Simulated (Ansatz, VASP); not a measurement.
**Two plane-wave programs on Si3N4**

The input INCAR:

```
ALGO     = Normal         # electronic algorithm
EDIFF    = 1E-8           # SCF threshold, eV
ENCUT    = 520            # plane-wave cutoff, eV
GGA      = PE             # functional
ISIF     = 2              # what is computed and relaxed
ISMEAR   = 0              # smearing method
LASPH    = True           # aspherical terms in the spheres
LCHARG   = False          # write CHGCAR
LEFG     = True         
LREAL    = False          # projectors in reciprocal space
LWAVE    = False          # write WAVECAR
NBANDS   = 45             # bands
NELM     = 100            # most SCF steps
PREC     = Accurate       # precision mode
SIGMA    = 0.01           # smearing width, eV
```

KPOINTS

```
k-points
0
Gamma
  6 6 8
```

The input POSCAR:

```
Si3N4
1.0
    7.6635591120      0.0000000000      0.0000000000
   -3.8317795560      6.6368368744      0.0000000000
    0.0000000000      0.0000000000      2.9265208518
Si N
6 8
Direct
    0.7689087242      0.1750063930      0.3256278414
    0.5939023312      0.7689087242      0.8256278414
    0.8249936070      0.5939023312      0.3256278414
    0.2310912758      0.8249936070      0.8256278414
    0.4060976688      0.2310912758      0.3256278414
    0.1750063930      0.4060976688      0.8256278414
    0.0308320463      0.3299984447      0.3256287738
    0.7008336016      0.0308320463      0.8256287738
    0.6700015553      0.7008336016      0.3256287738
    0.9691679537      0.6700015553      0.8256287738
    0.2991663984      0.9691679537      0.3256287738
    0.3299984447      0.2991663984      0.8256287738
    0.3333333333      0.6666666667     -0.1743698454
    0.6666666667      0.3333333333      0.3256301546
```

Input for Ansatz:

```yaml
crystal:
  lattice:
    - [7.663559112, 0.0, 0.0]
    - [-3.831779556, 6.6368368744, 0.0]
    - [0.0, 0.0, 2.9265208518]
  atoms:
    - { symbol: Si, position: [0.7689087242, 0.175006393, 0.3256278414] }
    - { symbol: Si, position: [0.5939023312, 0.7689087242, 0.8256278414] }
    - { symbol: Si, position: [0.824993607, 0.5939023312, 0.3256278414] }
    - { symbol: Si, position: [0.2310912758, 0.824993607, 0.8256278414] }
    - { symbol: Si, position: [0.4060976688, 0.2310912758, 0.3256278414] }
    - { symbol: Si, position: [0.175006393, 0.4060976688, 0.8256278414] }
    - { symbol: "N", position: [0.0308320463, 0.3299984447, 0.3256287738] }
    - { symbol: "N", position: [0.7008336016, 0.0308320463, 0.8256287738] }
    - { symbol: "N", position: [0.6700015553, 0.7008336016, 0.3256287738] }
    - { symbol: "N", position: [0.9691679537, 0.6700015553, 0.8256287738] }
    - { symbol: "N", position: [0.2991663984, 0.9691679537, 0.3256287738] }
    - { symbol: "N", position: [0.3299984447, 0.2991663984, 0.8256287738] }
    - { symbol: "N", position: [0.3333333333, 0.6666666667, -0.1743698454] }
    - { symbol: "N", position: [0.6666666667, 0.3333333333, 0.3256301546] }
basis:
  ecutwfc: 420
kpoints:
  mp_grid: { grid: [6, 6, 8] }
hamiltonian:
  xc: pbe
scf:
  occupations: { method: fixed }
output:
  forces: true
  stress: true
  eigenvalues: true
  efg: {}
checkpoint:
  read: start.run
  write: ck
  compress: false
  write_wavefunctions: false
  write_every: 100000
```

Alike in both runs: task electric field gradients; functional PBE; k mesh 6 × 6 × 8; no spin polarisation.

|  | VASP | Ansatz |
| --- | --- | --- |
| version | VASP 6.6.1 | Ansatz 0.2.0 |
| potentials or method | VASP PAW PBE potentials, release 64 (Si, N), cutoff 520 eV | scalar-relativistic, plane waves, PAW |
| occupations | gaussian, width 0.01 eV | fixed |
| valence electrons in the cell | 64 | 64 |

|  | VASP | Ansatz | Ansatz less VASP |
| --- | --- | --- | --- |
| gap on the k mesh at the Fermi level (eV) | 4.26 | 4.27 | +0.011 |
| least direct gap on the mesh (eV) | 4.44 | 4.45 | +0.011 |
| pressure (GPa) | -0.3 | 0.0 | +0.28 |
| size of Vzz on the site where it differs most (V/Å²) | 48.7 | 51.3 | +2.62 |

Ansatz's warnings: structure snapped to symmetry.
